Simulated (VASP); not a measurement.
Input of a VASP 6.6.1 run:

INCAR

```
SYSTEM = CoPtO2
PREC = Accurate
ENCUT = 520
EDIFF = 1E-7
ISMEAR = 1
SIGMA = 0.2
LREAL = .False.
LASPH = .True.
NELM = 60
ALGO = Fast
ISIF = 2
LWAVE = .False.
LCHARG = .False.
GGA = PE
IBRION = 2
NSW = 80
EDIFFG = -0.002
```

The input KPOINTS:

```
regular mesh
0
Gamma
  12 12 12
  0 0 0
```

Contents of POSCAR:

```
CoPtO2
1.0
    1.4112950000      0.8148115482      5.9361333333
   -1.4112950000      0.8148115482      5.9361333333
    0.0000000000     -1.6296230963      5.9361333333
Co Pt O
1 1 2
Direct
    0.5000000000      0.5000000000      0.5000000000
    0.0000000000      0.0000000000      0.0000000000
    0.8877559700      0.8877559700      0.8877559700
    0.1122440300      0.1122440300      0.1122440300
```

Potentials or basis: VASP PAW PBE potentials, release 64 (Co, Pt, O).

Run with:

```bash
$ cat potpaw_PBE.64/Co/POTCAR potpaw_PBE.64/Pt/POTCAR potpaw_PBE.64/O/POTCAR > POTCAR
$ mpirun -np 1 vasp_std > vasp.out
```

Question: What does it give for the band gap on the k mesh?

Answer: Zero (an odd number of electrons rules out a gap without spin polarisation).

Question: What does it give for the energy gained by relaxing?

Answer: 0.0 meV/atom.

Final structure:
```
Co Pt O
1.0
     1.41129    0.81481    5.93613
    -1.41129    0.81481    5.93613
     0.00000   -1.62962    5.93613
Co Pt O
1 1 2
Cartesian
  0.0000 0.0000 8.9042
  0.0000 0.0000 0.0000
  0.0000 0.0000 15.8115
  0.0000 0.0000 1.9969
```

Caveat: spin-orbit coupling is left out, which moves the levels of the heavy elements; an odd number of electrons without spin polarisation forces a metal; a magnetic or distorted state may lie lower; the run has no spin polarisation, though such a crystal can be magnetic; semilocal functionals often make such compounds metallic where correlation or magnetic order opens a gap, which also shifts bond lengths. With open d or f shells a metallic result of PBE can be an artefact of self-interaction; +U or a hybrid may open a gap.
